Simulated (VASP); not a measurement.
# BP in VASP: further runs, part 2 of 2

VASP 6.6.1. The steps go on from the part before.

**4. Single point, PBE, collinear spin, ferromagnetic start**

This run uses another cell than the first one, of 148.36 Å³/atom, 1.034 times its volume.

File INCAR:

```
SYSTEM = BP
PREC = Accurate ; ENCUT = 520
EDIFF = 1E-7 ; ISMEAR = 0
SIGMA = 0.05 ; LREAL = .False.
LASPH = .True. ; NELM = 150
ALGO = Normal ; ISIF = 2
LWAVE = .False. ; LCHARG = .True.
ISPIN = 2 ; MAGMOM = 0.5 0.5
LORBIT = 11 ; GGA = PE
LELF = .True. ; LVHAR = .True.
NBANDS = 15
```

File KPOINTS:

```
regular mesh
0
Gamma
  1 1 18
  0 0 0
```

File POSCAR:

```
BP
1.0
    9.0000000000      0.0000000000      0.0000000000
    0.0000000000      9.3000000000      0.0000000000
    0.0000000000      0.0000000000      3.5450520307
B P
1 1
Direct
    0.5000000000      0.5000000000      0.0000000000
    0.5000000000      0.5000000000      0.5000000000
```

Potentials or basis: VASP PAW PBE potentials, release 64 (B, P).

Run with:

```console
cat potpaw_PBE.64/B/POTCAR potpaw_PBE.64/P/POTCAR > POTCAR
mpirun -np 1 vasp_std > vasp.out
```

OUTCAR:

```text
SYSTEM = BP
   PREC = Accurate
   ENCUT = 520
   EDIFF = 1E-7
   ISMEAR = 0
   LREAL = .False.
   LASPH = .True.
   NELM = 150
   ISIF = 2
   ISPIN = 2
   LORBIT = 11
   GGA = PE

 ion  position               nearest neighbor table
   1  0.500  0.500  0.000-   2 1.77   2 1.77
   2  0.500  0.500  0.500-   1 1.77   1 1.77

  LATTYP: Found a simple orthorhombic cell.
 ALAT       =     3.5450520307
 B/A-ratio  =     2.5387497622
 C/A-ratio  =     2.6233747543

  Lattice vectors:

 A1 = (   0.0000000000,   0.0000000000,   3.5450520307)
 A2 = (   9.0000000000,   0.0000000000,   0.0000000000)
 A3 = (   0.0000000000,   9.3000000000,   0.0000000000)

Analysis of symmetry for initial positions (statically):
=====================================================================
 Subroutine PRICEL returns:
 Original cell was already a primitive cell.

 Routine SETGRP: Setting up the symmetry group for a
 simple orthorhombic supercell.

[... 533 lines left out ...]
     10       4.0220      0.00000
     11       4.4989      0.00000
     12       4.5052      0.00000
     13       4.7766      0.00000
     14       4.8217      0.00000
     15       4.9204      0.00000

------------------------ aborting loop because EDIFF is reached ----------------------------------------

  FORCE on cell =-STRESS in cart. coord.  units (eV):
  Direction    XX          YY          ZZ          XY          YZ          ZX
  --------------------------------------------------------------------------------------
  -------------------------------------------------------------------------------------
  Total        0.0047662      0.0002350     -6.0047666      0.0000000      0.0000000      0.0000000
  in kB        0.0257356      0.0012686    -32.4234065      0.0000000      0.0000000      0.0000000
  external PRESSURE =     -10.7988007 kB  Pullay stress =       0.0000000 kB

 VOLUME and BASIS-vectors are now :
 -----------------------------------------------------------------------------
  energy-cutoff  :      520.00
  volume of cell :      296.72
      direct lattice vectors                 reciprocal lattice vectors
     9.000000000  0.000000000  0.000000000     0.111111111  0.000000000  0.000000000
     0.000000000  9.300000000  0.000000000     0.000000000  0.107526882  0.000000000
     0.000000000  0.000000000  3.545052031     0.000000000  0.000000000  0.282083307

 POSITION                                       TOTAL-FORCE (eV/Angst)
 -----------------------------------------------------------------------------------
      4.50000      4.65000      0.00000         0.000000      0.000000      0.000000
      4.50000      4.65000      1.77253         0.000000      0.000000      0.000000
 -----------------------------------------------------------------------------------
    total drift:                                0.000000      0.000000     -0.000000

  FREE ENERGIE OF THE ION-ELECTRON SYSTEM (eV)
  ---------------------------------------------------
  free  energy   TOTEN  =        -9.5084427329 eV

  energy  without entropy=       -9.5084427329  energy(sigma->0) =       -9.50844273

 total charge

# of ion       s       p       d       tot
------------------------------------------
    1        0.669   1.090   0.000   1.759
    2        0.961   1.625   0.000   2.586
--------------------------------------------------
tot          1.630   2.715   0.000   4.345

 magnetization (x)

# of ion       s       p       d       tot
------------------------------------------
    1       -0.000  -0.000   0.000  -0.000
    2        0.000   0.000   0.000   0.000
--------------------------------------------------
tot          0.000   0.000   0.000   0.000
```

OSZICAR:

```text
N       E                     dE             d eps       ncg     rms          rms(c)
DAV:   1     0.404557609545E+02    0.40456E+02   -0.19849E+03   600   0.305E+02
DAV:   2    -0.468264442172E+01   -0.45138E+02   -0.40877E+02   897   0.666E+01
[... 14 lines left out ...]
DAV:  17    -0.950833533348E+01   -0.18169E-03   -0.12584E-05   614   0.116E-02    0.188E-03
DAV:  18    -0.950839548327E+01   -0.60150E-04   -0.19622E-06   651   0.566E-03    0.160E-03
DAV:  19    -0.950843588904E+01   -0.40406E-04   -0.22576E-06   642   0.526E-03    0.878E-04
DAV:  20    -0.950843854384E+01   -0.26548E-05   -0.32127E-07   677   0.188E-03    0.296E-04
DAV:  21    -0.950844272874E+01   -0.41849E-05   -0.14972E-07   621   0.128E-03    0.253E-04
DAV:  22    -0.950844273294E+01   -0.42002E-08   -0.39553E-08   747   0.570E-04
   1 F= -.95084427E+01 E0= -.95084427E+01  d E =-.375011E-16  mag=     0.0000
```

Run time: 4.5 min. Hardware: 1 thread of AMD EPYC 7R13, shared host; peak memory 0.45 GiB.

What came out:

* Free energy: -9.5084 eV
* Band gap on the k mesh: 0.67 eV, direct
* Net moment: 0.00 μB per cell
* Valence electrons inside the program's atomic spheres: B 1.76; P 2.59

Levels at points of the mesh, in eV from the valence-band top:
Spin up:
```
           k point  band 1  band 2  band 3  band 4  band 5  band 6  band 7  band 8
(0.00, 0.00, 0.00)  -11.57   -4.97   -2.41   -2.41    1.78    4.54    6.00    6.50
(0.00, 0.00, 0.50)  -10.44   -7.91    0.00    0.00    0.67    0.67    5.38    7.49
```
Spin down:
| k point | band 1 | band 2 | band 3 | band 4 | band 5 | band 6 | band 7 | band 8 |
| --- | --- | --- | --- | --- | --- | --- | --- | --- |
| (0.00, 0.00, 0.00) | -11.57 | -4.97 | -2.41 | -2.41 | 1.78 | 4.53 | 6.00 | 6.50 |
| (0.00, 0.00, 0.50) | -10.44 | -7.91 | 0.00 | 0.00 | 0.67 | 0.67 | 5.38 | 7.48 |

**5. Single point, PBE, collinear spin, ferromagnetic start**

This run uses another cell than the first one, of 148.36 Å³/atom, 1.034 times its volume.

File INCAR:

```
SYSTEM = BP
PREC = Accurate ; ENCUT = 520
EDIFF = 1E-6 ; ISMEAR = 0
SIGMA = 0.05 ; LREAL = .FALSE.
LASPH = .TRUE. ; NELM = 150
ALGO = Normal ; ISIF = 2
LWAVE = .FALSE. ; LCHARG = .FALSE.
ISPIN = 2 ; MAGMOM = 0.5 0.5
LORBIT = 11 ; GGA = PE
NBANDS = 15
```

File KPOINTS:

```
Automatic mesh
0
G
  1 1 18
  0 0 0
```

Edit POSCAR of step 4 so:

```diff
@@ -9,2 +9,2 @@
     0.5000000000      0.5000000000      0.0000000000
-    0.5000000000      0.5000000000      0.5000000000
+    0.5000000000      0.5000000000      0.4650000000
```

Run with:

```console
cat potpaw_PBE.64/B/POTCAR potpaw_PBE.64/P/POTCAR > POTCAR
mpirun -np 1 vasp_std > vasp.out
```

Wall time 4.1 min (1 thread of AMD EPYC 7R13, shared host); peak memory 0.45 GiB.

Results (log left out):

* Free energy: -9.3387 eV
* Largest force: 3.161 eV/Å
* Band gap on the k mesh: 1.17 eV, direct
* Net moment: 0.00 μB per cell
* Valence electrons inside the program's atomic spheres: B 1.80; P 2.61

Forces on the atoms (eV/Å):
```
B    0.000  0.000 -3.161
P    0.000  0.000  3.161
```

Levels at points of the mesh, in eV from the valence-band top:
Spin up:
```csv
k point,band 2,band 3,band 4,band 5,band 6,band 7
"(0.00, 0.00, 0.00)",-4.65,-2.19,-2.19,2.00,4.74,6.21
"(0.00, 0.00, 0.50)",-7.53,0.00,0.00,1.17,1.17,5.50
```
Spin down:
```tsv
k point	band 2	band 3	band 4	band 5	band 6	band 7
(0.00, 0.00, 0.00)	-4.65	-2.19	-2.19	2.00	4.73	6.21
(0.00, 0.00, 0.50)	-7.53	0.00	0.00	1.17	1.17	5.50
```
